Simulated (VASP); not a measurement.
# ZnS (P1) in VASP: further runs

Runs on ZnS. Level: r2SCAN. Tasks: single point.

Everything below comes from runs of VASP 6.6.1. Logs are shortened: lines on timing, memory, paths and dates and some standing lists are left out, and cuts for length are marked.

### 1 The cell of the first run

The typed cell holds 4 atoms: a = 3.811 Å, b = 3.811 Å, c = 6.234 Å, α = 90.00°, β = 90.00°, γ = 120.00°.

### 2 Single point, r2SCAN (atom 3 (S) moved by (-0.300, +0.300) A along x and y)

Input file POSCAR:

```
ZnS
1.0
    3.8109987816      0.0000000000      0.0000000000
   -1.9054993908      3.3004217586      0.0000000000
    0.0000000000      0.0000000000      6.2340000000
Zn S
2 2
Direct
    0.3333333333      0.6666666667      0.0000000000
    0.6666666667      0.3333333333      0.5000000000
    0.3000625488      0.7575641404      0.3850000000
    0.6666666667      0.3333333333      0.8850000000
```

Input file INCAR.step1:

```
PREC = Accurate
ENCUT = 520
ISMEAR = 0
SIGMA = 0.05
LREAL = False
LASPH = True
NELM = 80
NBANDS = 26
GGA = PE
ALGO = Normal
EDIFF = 1E-4
LWAVE = True
LCHARG = False
```

Input file INCAR.step2:

```
PREC = Accurate
ENCUT = 520
EDIFF = 1E-6
ISMEAR = 0
SIGMA = 0.05
LREAL = False
LASPH = True
NELM = 80
ALGO = Normal
ISIF = 2
LWAVE = False
LCHARG = False
METAGGA = R2SCAN
LMIXTAU = True
NBANDS = 26
ISTART = 1
```

Input file KPOINTS:

```
Automatic mesh
0
Gamma
  6 6 4
```

Potentials or basis: VASP PAW PBE potentials, release 64 (Zn, S).

Run with:

```sh
$ cat potpaw_PBE.64/Zn/POTCAR potpaw_PBE.64/S/POTCAR > POTCAR
$ cp INCAR.step1 INCAR
$ mpirun -np 1 vasp_std > vasp.out
$ cp INCAR.step2 INCAR
$ mpirun -np 1 vasp_std > vasp.out
```

OUTCAR:

```text
PREC = Accurate
   ENCUT = 520
   EDIFF = 1E-6
   ISMEAR = 0
   LREAL = False
   LASPH = True
   NELM = 80
   ISIF = 2
   METAGGA = R2SCAN
   ISTART = 1

 ion  position               nearest neighbor table
   1  0.333  0.667  0.000-   4 2.31   4 2.31   4 2.31   3 2.44
   2  0.667  0.333  0.500-   3 2.05   3 2.25   4 2.40   3 2.71
   3  0.300  0.758  0.385-   2 2.05   2 2.25   1 2.44   2 2.71
   4  0.667  0.333  0.885-   1 2.31   1 2.31   1 2.31   2 2.40

  LATTYP: Found a hexagonal cell.
 ALAT       =     3.8109987816
 C/A-ratio  =     1.6357916539

  Lattice vectors:

 A1 = (   3.8109987816,   0.0000000000,   0.0000000000)
 A2 = (  -1.9054993908,   3.3004217586,   0.0000000000)
 A3 = (   0.0000000000,   0.0000000000,   6.2340000000)

Analysis of symmetry for initial positions (statically):
=====================================================================
 Subroutine PRICEL returns:
 Original cell was already a primitive cell.

 Routine SETGRP: Setting up the symmetry group for a
 hexagonal supercell.

 Subroutine GETGRP returns: Found  1 space group operations
 (whereof  1 operations were pure point group operations)
 out of a pool of 24 trial point group operations.

The static configuration has the point symmetry C_1 .

Analysis of symmetry for dynamics (positions and initial velocities):
=====================================================================
 Subroutine PRICEL returns:
 Original cell was already a primitive cell.

 Routine SETGRP: Setting up the symmetry group for a
 hexagonal supercell.

 Subroutine GETGRP returns: Found  1 space group operations
 (whereof  1 operations were pure point group operations)
 out of a pool of 24 trial point group operations.

The dynamic configuration has the point symmetry C_1 .

 Subroutine INISYM returns: Found  1 space group operations
 (whereof  1 operations are pure point group operations),
 and found     1 'primitive' translations

----------------------------------------------------------------------------------------

                                     Primitive cell

  volume of cell :      78.4106

  direct lattice vectors                    reciprocal lattice vectors
     3.810998782  0.000000000  0.000000000     0.262398405  0.151495789  0.000000000
    -1.905499391  3.300421759  0.000000000     0.000000000  0.302991579  0.000000000
[... 81 lines left out ...]
   ISTART =      1    job   : 0-new  1-cont  2-samecut
   ICHARG =      0    charge: 1-file 2-atom 10-const
   ISPIN  =      1    spin polarized calculation?
   LNONCOLLINEAR =      F non collinear calculations
   LSORBIT =      F    spin-orbit coupling
   LASPH  =      T    aspherical Exc in radial PAW
   ENCUT  =  520.0 eV  38.22 Ry    6.18 a.u.   7.09  7.09 11.59*2*pi/ulx,y,z
   NELM   =     80;   NELMIN=  2; NELMDL=  0     # of ELM steps
   EDIFF  = 0.1E-05   stopping-criterion for ELM
   LREAL  =      F    real-space projection
[... 7 lines left out ...]
   TEBEG  =    0.0;   TEEND  =   0.0 temperature during run
   PSTRESS=    0.0 pullay stress
   NELECT =      36.0000    total number of electrons
   NUPDOWN=      -1.0000    fix difference up-down
   EMIN   =  10.00;   EMAX   =-10.00  energy-range for DOS
   EFERMI =   0.00;   METHOD = LEGACY
   ISMEAR =     0;   SIGMA  =   0.05  broadening in eV -4-tet -1-fermi 0-gaus
   EFERMI_NEDOS =   21; number of points for ismear=-14 and -15
   IALGO  =     38    algorithm
   IMIX   =      4    mixing-type and parameters
     AMIX     =   0.40;   BMIX     =  1.00
     AMIX_MAG =   1.60;   BMIX_MAG =  1.00
  volume/ion in A,a.u.               =      19.60       132.29
  Fermi-wavevector in a.u.,A,eV,Ry     =   1.262944  2.386617 21.701656  1.595027
  Thomas-Fermi vector in A             =   2.396326
   LORBIT       =      0    0 simple, 1 ext, 2 COOP (PROOUT), +10 PAW based schemes
   METAGGA = R2SCAN    functional components
   LHFCALC =     F    Hartree Fock is set to
   AEXX    =    0.0000 exact exchange contribution
   IVDW    =     0    specifies the selected vdW correction
   LEPSILON=     F    determine dielectric tensor
   LRPA    =     F    only Hartree local field effects (RPA)
 non-spin polarized calculation
 Gauss-broadening in eV      SIGMA  =   0.05
  energy-cutoff  :      520.00
  volume of cell :       78.41
 maximum number of plane-waves:      2133
   NGX = 15   NGY = 15   NGZ = 23

 number of electron      35.9999977 magnetization

 Free energy of the ion-electron system (eV)
  ---------------------------------------------------
  ext. energy  EPLUGINS =         0.00000000
  ---------------------------------------------------
  free energy    TOTEN  =       -37.16792924 eV

  energy without entropy =      -37.16792924  energy(sigma->0) =      -37.16792924

 E-fermi :   2.1870     XC(G=0): -10.2990

 val. band max:        1.9755681889   @ k =   0.0000   0.0000   0.0000
 cond. band min:       4.6948668887   @ k =   0.0000   0.0000   0.0000
 fundamental gap:      2.7192986998
 Fermi energy:         2.1869731981

 k-point     1 :       0.0000    0.0000    0.0000
  band No.  band energies     occupation
      1     -11.9259      2.00000
      2     -10.9856      2.00000
      3      -5.0436      2.00000
      4      -4.8181      2.00000
      5      -4.6487      2.00000
      6      -4.6350      2.00000
[... 685 lines left out ...]
     25      10.6219      0.00000
     26      11.2357      0.00000

 [... further k-points ...]

------------------------ aborting loop because EDIFF is reached ----------------------------------------

  FORCE on cell =-STRESS in cart. coord.  units (eV):
  Direction    XX          YY          ZZ          XY          YZ          ZX
  --------------------------------------------------------------------------------------
  -------------------------------------------------------------------------------------
  Total       -0.1942370      4.7536230     -0.0113512      1.6345260      1.4899200      0.0137625
  in kB       -3.9688751     97.1315394     -0.2319404     33.3985312     30.4437745      0.2812117
  external PRESSURE =      30.9769080 kB  Pullay stress =       0.0000000 kB

 VOLUME and BASIS-vectors are now :
 -----------------------------------------------------------------------------
  energy-cutoff  :      520.00
  volume of cell :       78.41
      direct lattice vectors                 reciprocal lattice vectors
     3.810998782  0.000000000  0.000000000     0.262398405  0.151495789  0.000000000
    -1.905499391  3.300421759  0.000000000     0.000000000  0.302991579  0.000000000
     0.000000000  0.000000000  6.234000000     0.000000000  0.000000000  0.160410651

 POSITION                                       TOTAL-FORCE (eV/Angst)
 -----------------------------------------------------------------------------------
     -0.00000      2.20028      0.00000        -0.088793      0.106489      0.396632
      1.90550      1.10014      3.11700        -0.302926      2.468320      1.183812
     -0.30000      2.50028      2.40009         0.497066     -2.754224     -1.325177
      1.90550      1.10014      5.51709        -0.105348      0.179415     -0.255266
 -----------------------------------------------------------------------------------
    total drift:                               -0.016666     -0.005742      0.003759

  FREE ENERGIE OF THE ION-ELECTRON SYSTEM (eV)
  ---------------------------------------------------
  free  energy   TOTEN  =       -37.1679292416 eV

  energy  without entropy=      -37.1679292416  energy(sigma->0) =      -37.16792924
```

OUTCAR.step1:

```text
PREC = Accurate
   ENCUT = 520
   ISMEAR = 0
   LREAL = False
   LASPH = True
[... 924 lines left out ...]
     -0.00000      2.20028      0.00000        -0.080095      0.093672      0.400090
      1.90550      1.10014      3.11700        -0.323781      2.468878      1.177995
     -0.30000      2.50028      2.40009         0.506990     -2.729147     -1.321788
      1.90550      1.10014      5.51709        -0.103115      0.166596     -0.256298
 -----------------------------------------------------------------------------------
    total drift:                               -0.002029      0.002237      0.000708

  FREE ENERGIE OF THE ION-ELECTRON SYSTEM (eV)
  ---------------------------------------------------
  free  energy   TOTEN  =       -13.1198900572 eV

  energy  without entropy=      -13.1198900572  energy(sigma->0) =      -13.11989006
```

It took 4.1 min on 1 thread of Intel Xeon Platinum 8488C (Sapphire Rapids), shared host; peak memory 0.28 GiB.

Results:

| Quantity | Value |
| --- | --- |
| Free energy | -37.1679 eV |
| Pressure | 3.1 GPa |
| Largest force | 3.097 eV/Å |
| Band gap on the k mesh | 2.72 eV |

Forces in eV/Å, atoms in the order of the input:
```
Zn  -0.089  0.106  0.397
Zn  -0.303  2.468  1.184
S    0.497 -2.754 -1.325
S   -0.105  0.179 -0.255
```

Caveat: the cell differs from its parent crystal (atom 3 (S) moved by (-0.300, +0.300) A along x and y); the stress differs along the axes, from -0 to 10 GPa; the PAW data sets were made with another functional, which shifts forces and pressure a little.

(Continued in part 2 of 2.)
